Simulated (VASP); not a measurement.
Set up this calculation in VASP 6.6.1, as the native input.

```
Task                   : single point
Functional             : PBE
Potentials or basis    : VASP PAW PBE potentials, release 64 (Cd, As, Ge_d)
Cutoff                 : 520 eV
k mesh                 : 6 × 6 × 6
Occupations            : fermi-dirac, width 0.02 eV
Spin                   : no spin polarisation
Dipole correction      : no
Further INCAR settings : ALGO = Normal; EDIFF = 1e-07; NBANDS = 46
```

The structure of CdGeAs2 lies in POSCAR:

```
CdGeAs2
1.0
   -2.9900732622      2.9900732622      5.6520381464
    2.9900732622     -2.9900732622      5.6520381464
    2.9900732622      2.9900732622     -5.6520381464
Cd As Ge
2 4 2
Direct
    0.0000000000      0.0000000000      0.0000000000
    0.7500000000      0.2500000000      0.5000000000
    0.3750000000      0.4036622353      0.5286622353
    0.1536622353      0.6250000000      0.0286622353
    0.8750000000      0.8463377647      0.4713377647
    0.5963377647      0.1250000000     -0.0286622353
    0.5000000000      0.5000000000      0.0000000000
    0.2500000000      0.7500000000      0.5000000000
```

One way to write it, as run:

INCAR

```
SYSTEM = CdGeAs2
PREC = Accurate
ENCUT = 520
EDIFF = 1E-7
ISMEAR = -1
SIGMA = 0.02
LREAL = .FALSE.
LASPH = .TRUE.
NELM = 100
ALGO = Normal
ISIF = 2
LWAVE = .FALSE.
LCHARG = .FALSE.
GGA = PE
NBANDS = 46
```

KPOINTS

```
regular mesh
0
G
  6 6 6
  0 0 0
```

Potentials or basis: VASP PAW PBE potentials, release 64 (Cd, As, Ge_d).

Run with:

```sh
$ cat potpaw_PBE.64/Cd/POTCAR potpaw_PBE.64/As/POTCAR potpaw_PBE.64/Ge_d/POTCAR > POTCAR
$ mpirun -np 1 vasp_std > vasp.out
```

Results of the run:

The pressure is 2.5 GPa and the largest force is 0.125 eV/Å. The band gap on the k mesh is 0.19 eV (least direct gap 0.22 eV).

Run time: 9.5 min on 1 thread of Intel(R) Xeon(R) Platinum 8259CL CPU @ 2.50GHz (Skylake/Cascade Lake) (shared host), peak memory 0.55 GiB.
